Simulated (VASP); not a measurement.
# SrAlO (P4/mmm) in VASP: a series of runs

SrAlO is run at these levels: PBE; tasks: single point.

Program: VASP 6.6.1. These are calculated values, not measurements. Logs are shortened: lines on timing, memory, paths and dates and some standing lists are left out, and cuts for length are marked.

## Step 1: The cell of the first run

The structure is tetragonal, space group P4/mmm (No. 123). The conventional cell has a = 3.736 Å, b = 3.736 Å, c = 3.993 Å, α = 90.00°, β = 90.00°, γ = 90.00°. Within 3.5 Å of Sr (site symmetry 4/mmm) lie 4 O at 2.64 Å and 8 Al at 3.31 Å. Within 2.6 Å of Al (site symmetry 4/mmm) lie 2 O at 2.00 Å. Within 2.6 Å of O (site symmetry 4/mmm) lie 2 Al at 2.00 Å.

## Step 2: Single point, PBE, collinear spin, ferromagnetic start

INCAR reads:

```
SYSTEM = SrAlO
PREC = Accurate
ENCUT = 520
EDIFF = 1E-6
ISMEAR = 0
SIGMA = 0.1
LREAL = .False.
LASPH = .True.
NELM = 150
ALGO = Normal
ISIF = 2
LWAVE = .False.
LCHARG = .False.
ISPIN = 2
MAGMOM = 0 0 1
LORBIT = 11
GGA = PE
NBANDS = 20
```

KPOINTS reads:

```
Automatic mesh
0
Gamma
  6 6 4
  0 0 0
```

POSCAR reads:

```
SrAlO
1.0
    3.7363912199      0.0000000000      0.0000000000
    0.0000000000      3.7363912199      0.0000000000
    0.0000000000      0.0000000000      3.9930328241
Sr Al O
1 1 1
Direct
    0.0000000000      0.0000000000      0.0000000000
    0.5000000000      0.5000000000      0.5000000000
    0.5000000000      0.5000000000      0.0000000000
```

Potentials or basis: VASP PAW PBE potentials, release 64 (Sr_sv, Al, O).

The run is started by

```bash
$ cat potpaw_PBE.64/Sr_sv/POTCAR potpaw_PBE.64/Al/POTCAR potpaw_PBE.64/O/POTCAR > POTCAR
$ mpirun -np 1 vasp_std > vasp.out
```

OUTCAR:

```text
SYSTEM = SrAlO
   PREC = Accurate
   ENCUT = 520
   EDIFF = 1E-6
   ISMEAR = 0
   LREAL = .False.
   LASPH = .True.
   NELM = 150
   ISIF = 2
   ISPIN = 2
   LORBIT = 11
   GGA = PE

 ion  position               nearest neighbor table
   1  0.000  0.000  0.000-   3 2.64   3 2.64   3 2.64   3 2.64   2 3.31   2 3.31   2 3.31   2 3.31
                             2 3.31   2 3.31   2 3.31   2 3.31
   2  0.500  0.500  0.500-   3 2.00   3 2.00   1 3.31   1 3.31   1 3.31   1 3.31   1 3.31   1 3.31
                             1 3.31   1 3.31
   3  0.500  0.500  0.000-   2 2.00   2 2.00   1 2.64   1 2.64   1 2.64   1 2.64

  LATTYP: Found a simple tetragonal cell.
 ALAT       =     3.7363912199
 C/A-ratio  =     1.0686870269

  Lattice vectors:

 A1 = (   3.7363912199,   0.0000000000,   0.0000000000)
 A2 = (   0.0000000000,   3.7363912199,   0.0000000000)
 A3 = (   0.0000000000,   0.0000000000,   3.9930328241)

Analysis of symmetry for initial positions (statically):
=====================================================================
 Subroutine PRICEL returns:
 Original cell was already a primitive cell.

 Routine SETGRP: Setting up the symmetry group for a
 simple tetragonal supercell.

 Subroutine GETGRP returns: Found 16 space group operations
 (whereof 16 operations were pure point group operations)
 out of a pool of 16 trial point group operations.

The static configuration has the point symmetry D_4h.

Analysis of symmetry for dynamics (positions and initial velocities):
=====================================================================
 Subroutine PRICEL returns:
 Original cell was already a primitive cell.

 Routine SETGRP: Setting up the symmetry group for a
 simple tetragonal supercell.

 Subroutine GETGRP returns: Found 16 space group operations
 (whereof 16 operations were pure point group operations)
 out of a pool of 16 trial point group operations.

The dynamic configuration has the point symmetry D_4h.

Analysis of structural, dynamic, and magnetic symmetry:
=====================================================================
 Subroutine PRICEL returns:
 Original cell was already a primitive cell.

 Routine SETGRP: Setting up the symmetry group for a
 simple tetragonal supercell.

 Subroutine GETGRP returns: Found 16 space group operations
 (whereof 16 operations were pure point group operations)
 out of a pool of 16 trial point group operations.

[... 119 lines left out ...]
   IALGO  =     38    algorithm
   IMIX   =      4    mixing-type and parameters
     AMIX     =   0.40;   BMIX     =  1.00
     AMIX_MAG =   1.60;   BMIX_MAG =  1.00
  volume/ion in A,a.u.               =      18.58       125.40
  Fermi-wavevector in a.u.,A,eV,Ry     =   1.143554  2.161005 17.792567  1.307717
  Thomas-Fermi vector in A             =   2.280249
   LORBIT       =     11    0 simple, 1 ext, 2 COOP (PROOUT), +10 PAW based schemes
   GGA     = PE    functional components
   LHFCALC =     F    Hartree Fock is set to
   AEXX    =    0.0000 exact exchange contribution
   IVDW    =     0    specifies the selected vdW correction
   LEPSILON=     F    determine dielectric tensor
   LRPA    =     F    only Hartree local field effects (RPA)
 spin polarized calculation
 Gauss-broadening in eV      SIGMA  =   0.10
  energy-cutoff  :      520.00
  volume of cell :       55.75
 maximum number of plane-waves:      1516
 NGX is ok and might be reduce to    28
   NGX = 13   NGY = 13   NGZ = 15

 number of electron      18.9999994 magnetization       0.0002718

 number of electron      18.9999994 magnetization      -0.0000941

 Free energy of the ion-electron system (eV)
  ---------------------------------------------------
  ext. energy  EPLUGINS =         0.00000000
  ---------------------------------------------------
  free energy    TOTEN  =       -15.02798927 eV

  energy without entropy =      -15.01792550  energy(sigma->0) =      -15.02295739

 E-fermi :   4.6816     XC(G=0):  -9.7592

 val. band max:        4.6647173602   @ k =   0.3333   0.0000   0.5000
 cond. band min:       4.7269503383   @ k =   0.3333   0.1667   0.2500
 fundamental gap:      0.0622329781
 Fermi energy:         4.6816042564

 spin component 1

 k-point     1 :       0.0000    0.0000    0.0000
  band No.  band energies     occupation
      1     -30.2805      1.00000
      2     -14.3814      1.00000
      3     -12.2799      1.00000
      4     -12.2449      1.00000
      5     -12.2449      1.00000
      6      -1.1544      1.00000
[... 541 lines left out ...]
     19      14.5169      0.00000
     20      15.4784      0.00000

 [... further k-points ...]

 spin component 2

 k-point     1 :       0.0000    0.0000    0.0000
  band No.  band energies     occupation
      1     -30.2805      1.00000
      2     -14.3814      1.00000
      3     -12.2799      1.00000
      4     -12.2449      1.00000
      5     -12.2449      1.00000
      6      -1.1544      1.00000
[... 541 lines left out ...]
     19      14.5169      0.00000
     20      15.4784      0.00000

 [... further k-points ...]
[... 5 lines left out ...]
  --------------------------------------------------------------------------------------
  -------------------------------------------------------------------------------------
  Total        0.1294856      0.1294856      0.0436581      0.0000000     -0.0000000      0.0000000
  in kB        3.7215561      3.7215561      1.2547801      0.0000000     -0.0000000      0.0000000
  external PRESSURE =       2.8992974 kB  Pullay stress =       0.0000000 kB

 VOLUME and BASIS-vectors are now :
 -----------------------------------------------------------------------------
  energy-cutoff  :      520.00
  volume of cell :       55.75
      direct lattice vectors                 reciprocal lattice vectors
     3.736391220  0.000000000  0.000000000     0.267637927  0.000000000  0.000000000
     0.000000000  3.736391220  0.000000000     0.000000000  0.267637927  0.000000000
     0.000000000  0.000000000  3.993032824     0.000000000  0.000000000  0.250436208

 POSITION                                       TOTAL-FORCE (eV/Angst)
 -----------------------------------------------------------------------------------
      0.00000      0.00000      0.00000         0.000000      0.000000      0.000000
      1.86820      1.86820      1.99652         0.000000      0.000000      0.000000
      1.86820      1.86820      0.00000         0.000000      0.000000      0.000000
 -----------------------------------------------------------------------------------
    total drift:                                0.000000      0.000000     -0.000000

  FREE ENERGIE OF THE ION-ELECTRON SYSTEM (eV)
  ---------------------------------------------------
  free  energy   TOTEN  =       -15.0279892748 eV

  energy  without entropy=      -15.0179255024  energy(sigma->0) =      -15.02295739

 total charge

# of ion       s       p       d       tot
------------------------------------------
    1        2.014   5.797   0.263   8.074
    2        0.426   0.294   0.000   0.719
    3        1.567   3.447   0.000   5.013
--------------------------------------------------
tot          4.007   9.537   0.263  13.806

 magnetization (x)

# of ion       s       p       d       tot
------------------------------------------
    1        0.000  -0.000  -0.000  -0.000
    2       -0.000  -0.000   0.000  -0.000
    3       -0.000  -0.000   0.000  -0.000
--------------------------------------------------
tot         -0.000  -0.000  -0.000  -0.000
```

OSZICAR:

```text
N       E                     dE             d eps       ncg     rms          rms(c)
DAV:   1     0.724508151022E+02    0.72451E+02   -0.91726E+03  2400   0.875E+02
DAV:   2    -0.123483649726E+02   -0.84799E+02   -0.81444E+02  3028   0.190E+02
DAV:   3    -0.164460109622E+02   -0.40976E+01   -0.40631E+01  3176   0.353E+01
DAV:   4    -0.165640553841E+02   -0.11804E+00   -0.11796E+00  3312   0.536E+00
DAV:   5    -0.165650629624E+02   -0.10076E-02   -0.10076E-02  3080   0.458E-01    0.192E+01
DAV:   6    -0.151209645994E+02    0.14441E+01   -0.64273E+00  2560   0.151E+01    0.144E+01
DAV:   7    -0.150421612091E+02    0.78803E-01   -0.50505E-01  2668   0.430E+00    0.865E+00
DAV:   8    -0.150262231868E+02    0.15938E-01   -0.12670E-01  2712   0.250E+00    0.115E+00
DAV:   9    -0.150277898568E+02   -0.15667E-02   -0.81536E-03  3276   0.487E-01    0.367E-01
DAV:  10    -0.150278696013E+02   -0.79744E-04   -0.50046E-04  2892   0.137E-01    0.175E-01
DAV:  11    -0.150279750321E+02   -0.10543E-03   -0.17950E-04  2692   0.856E-02    0.404E-02
DAV:  12    -0.150279866285E+02   -0.11596E-04   -0.19123E-05  2940   0.271E-02    0.134E-02
DAV:  13    -0.150279884188E+02   -0.17903E-05   -0.28125E-06  2704   0.993E-03    0.772E-03
DAV:  14    -0.150279892748E+02   -0.85605E-06   -0.72442E-07  2068   0.606E-03
   1 F= -.15027989E+02 E0= -.15022957E+02  d E =-.100638E-01  mag=    -0.0000
```

Run time: 40 s. Hardware: 1 thread of Intel Xeon Platinum 8259CL at 2.50GHz (Skylake/Cascade Lake), shared host; peak memory 0.21 GiB.

Results:

```yaml
Free_energy: -15.0280 eV
Pressure: 0.3 GPa
Net_moment: 0.00 μB per cell
Valence_electrons_inside_the_program's_atomic_spheres: Sr 8.07; Al 0.72; O 5.01
```

Levels at points of the mesh, in eV from the Fermi level:
Spin up:
```tsv
k point	band 5	band 6	band 7	band 8	band 9	band 10	band 11	band 12	band 13	band 14
(0.00, 0.00, 0.00)	-16.93	-5.84	-4.83	-3.88	-3.88	0.95	3.67	4.85	4.85	5.41
(0.50, 0.00, 0.00)	-16.42	-5.94	-5.62	-4.66	-2.44	-1.12	4.29	4.41	5.53	6.21
(0.50, 0.50, 0.00)	-16.86	-5.71	-4.30	-4.30	-0.60	0.84	1.08	1.08	3.05	3.05
(0.00, 0.00, 0.50)	-16.90	-7.53	-3.75	-3.75	-1.02	1.95	1.95	1.98	2.24	5.23
(0.50, 0.00, 0.50)	-16.39	-7.52	-5.08	-4.52	-0.92	-0.41	3.98	4.53	4.60	5.45
(0.50, 0.50, 0.50)	-17.08	-6.91	-3.96	-3.96	-1.67	-1.67	2.58	4.03	4.87	7.38
```
Spin down:
```tsv
k point	band 6	band 7	band 8	band 9	band 10	band 11	band 12	band 13
(0.00, 0.00, 0.00)	-5.84	-4.83	-3.88	-3.88	0.95	3.67	4.85	4.85
(0.50, 0.00, 0.00)	-5.94	-5.62	-4.66	-2.44	-1.12	4.29	4.41	5.53
(0.50, 0.50, 0.00)	-5.71	-4.30	-4.30	-0.60	0.84	1.08	1.08	3.05
(0.00, 0.00, 0.50)	-7.53	-3.75	-3.75	-1.02	1.95	1.95	1.98	2.24
(0.50, 0.00, 0.50)	-7.52	-5.08	-4.52	-0.92	-0.41	3.98	4.53	4.60
(0.50, 0.50, 0.50)	-6.91	-3.96	-3.96	-1.67	-1.67	2.58	4.03	4.87
```

Caveat: the k points lie up to 0.39 Å⁻¹ apart.

## Step 3: Single point, PBE

This run uses another cell than the first one, of 18.66 Å³/atom, 1.004 times its volume.

INCAR reads:

```
  PREC = Accurate
  ENCUT = 520
  EDIFF = 1E-6
  ISMEAR = 0
  SIGMA = 0.1
  LREAL = F
  LASPH = T
  NELM = 60
  ALGO = Normal
  ISIF = 2
  LWAVE = F
  LCHARG = F
  GGA = PE
  NBANDS = 16
```

KPOINTS reads:

```
Automatic mesh
0
Gamma
  12 12 12
```

POSCAR reads:

```
SrAlO
1.0
    3.7388952619      0.0000000000      0.0000000000
    0.0000000000      3.7388952619      0.0000000000
    0.0000000000      0.0000000000      4.0054631883
Sr Al O
1 1 1
Direct
    0.0000000000      0.0000000000      0.0000000000
    0.5000000000      0.5000000000      0.5000000000
    0.5000000000      0.5000000000      0.0000000000
```

Potentials or basis: VASP PAW PBE potentials, release 64 (Sr_sv, Al, O).

The run is started by

```bash
$ cat potpaw_PBE.64/Sr_sv/POTCAR potpaw_PBE.64/Al/POTCAR potpaw_PBE.64/O/POTCAR > POTCAR
$ mpirun -np 1 vasp_std > vasp.out
```

Wall time 1.8 min (1 thread of Intel Xeon Platinum 8259CL at 2.50GHz (Skylake/Cascade Lake), shared host); peak memory 0.31 GiB.

The run converged. Its results:

- Free energy: -15.0543 eV
- Pressure: 0.2 GPa

Stress tensor (GPa, compression positive):
```
0.30 0.00 0.00
0.00 0.30 0.00
0.00 0.00 0.08
```

Levels at points of the mesh, in eV from the Fermi level:
| k point | band 7 | band 8 | band 9 | band 10 | band 11 | band 12 |
| --- | --- | --- | --- | --- | --- | --- |
| (0.00, 0.00, 0.00) | -4.80 | -3.82 | -3.82 | 0.99 | 3.71 | 4.87 |
| (0.50, 0.00, 0.00) | -5.55 | -4.60 | -2.42 | -1.08 | 4.30 | 4.44 |
| (0.50, 0.50, 0.00) | -4.25 | -4.25 | -0.58 | 0.87 | 1.11 | 1.11 |
| (0.00, 0.00, 0.50) | -3.69 | -3.69 | -0.99 | 1.99 | 1.99 | 2.01 |
| (0.50, 0.00, 0.50) | -5.02 | -4.46 | -0.89 | -0.36 | 4.02 | 4.56 |
| (0.50, 0.50, 0.50) | -3.90 | -3.90 | -1.62 | -1.62 | 2.59 | 4.04 |

Caveat: an odd number of electrons without spin polarisation forces a metal; a magnetic or distorted state may lie lower.
